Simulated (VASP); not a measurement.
Write the native input for VASP 6.6.1 that does the following.

- Task: relaxation of cell and atoms
- Functional: LDA
- Potentials or basis: VASP PAW LDA potentials, release 64 (Al, Ni)
- Cutoff: 600 eV
- k mesh: 12 × 12 × 12
- Occupations: fermi-dirac, width 0.08 eV
- Spin: no spin polarisation
- Dipole correction: no
- Further INCAR settings: ALGO = Normal; EDIFF = 1e-07; IBRION = 2; EDIFFG = -0.002; NSW = 100; ISIF = 3

The structure of AlNi lies in POSCAR:

```
AlNi
1.0
    2.8810000000      0.0000000000      0.0000000000
    0.0000000000      2.8810000000      0.0000000000
    0.0000000000      0.0000000000      2.8810000000
Al Ni
1 1
Direct
    0.0000000000      0.0000000000      0.0000000000
    0.5000000000      0.5000000000      0.5000000000
```

One way to write it, as run:

INCAR

```
ALGO = Normal
EDIFF = 1E-7
EDIFFG = -0.002
ENCUT = 600
IBRION = 2
ISIF = 3
ISMEAR = -1
LASPH = T
LCHARG = F
LREAL = F
LWAVE = F
NELM = 60
NSW = 100
PREC = Accurate
SIGMA = 0.08
```

KPOINTS

```
k-points
0
Gamma
  12 12 12
```

Potentials or basis: VASP PAW LDA potentials, release 64 (Al, Ni).

Launch:

```console
$ cat potpaw_LDA.64/Al/POTCAR potpaw_LDA.64/Ni/POTCAR > POTCAR
$ mpirun -np 1 vasp_std > vasp.out
```

It gave:

```
Relaxed volume                        : 11.38 Å³/atom
Relaxed cell                          : a = 2.834 Å, b = 2.834 Å, c = 2.834 Å, α = 90.00°, β = 90.00°, γ = 90.00°
Space group after relaxing (to 0.1 Å) : Pm-3m (No. 221)
Energy gained by relaxing             : 15.2 meV/atom
Ionic steps                           : 6
Pressure after relaxing               : 0.0 GPa
Band gap on the k mesh                : zero (an odd number of electrons rules out a gap without spin polarisation)
```

It took 56 s on 1 thread of Intel Xeon 8259CL, with other jobs on the host, peak memory 0.15 GiB.
